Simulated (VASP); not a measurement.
A run of VASP 6.6.1 is set up as follows.

Contents of INCAR:

```
PREC = Accurate
ENCUT = 520
EDIFF = 1E-6
ISMEAR = -1
SIGMA = 0.05
LREAL = F
LASPH = T
NELM = 100
ALGO = Normal
ISIF = 2
LWAVE = F
LCHARG = F
GGA = PE
NBANDS = 14
```

The input KPOINTS:

```
Automatic mesh
0
Gamma
  13 13 13
```

The input POSCAR:

```
HfB
1.0
    0.0000000000      1.9483294568      1.9483294568
    1.9483294568      0.0000000000      1.9483294568
    1.9483294568      1.9483294568      0.0000000000
Hf B
1 1
Direct
    0.5000000000      0.5000000000      0.5000000000
    0.0000000000      0.0000000000      0.0000000000
```

Potentials or basis: VASP PAW PBE potentials, release 64 (Hf_pv, B).

The run is started by

```console
$ cat potpaw_PBE.64/Hf_pv/POTCAR potpaw_PBE.64/B/POTCAR > POTCAR
$ mpirun -np 1 vasp_std > vasp.out
```

Task: Predict the pressure.

Result: 350.4 GPa.
